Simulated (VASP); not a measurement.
The system is TiCo3.

```
Ti Co
1.0
     3.66934    0.00000    0.00000
     0.00000    3.66934    0.00000
     0.00000    0.00000    3.66934
Ti Co
1 3
Direct
  0.00000 0.00000 0.00000
  0.00000 0.50000 0.50000
  0.50000 0.00000 0.50000
  0.50000 0.50000 0.00000
```

Base run:

| Item | Value |
| --- | --- |
| Program | VASP 6.6.1 |
| Functional | PBEsol |
| Potentials or basis | VASP PAW PBE potentials, release 64 (Ti_sv, Co) |
| Cutoff | 520 eV |
| k mesh | 12 × 12 × 12 |
| Occupations | gaussian, width 0.15 eV |
| Spin | collinear spin, ferromagnetic start |
| Starting moments | [0.5, 1.1, 1.1, 1.1] μB |
| Fixed moment | 3.8 μB |

Its results: pressure -13.6 GPa; site moments Ti -0.27; Co +1.37 μB.

Q: The run is repeated on the same cell with these changes: fixed moment from 3.8 μB to 1.52 μB; moments at the start from [0.5, 1.1, 1.1, 1.1] to [0.2, 0.44, 0.44, 0.44]. What comes out?

A: Pressure -20.6 GPa; site moments Ti -0.28; Co +0.63 μB.

Caveats: the cell stands under tension; the PAW data sets were made with another functional, which shifts forces and pressure a little; the total moment is fixed, so each spin has its own Fermi level and the state may be an excited one.
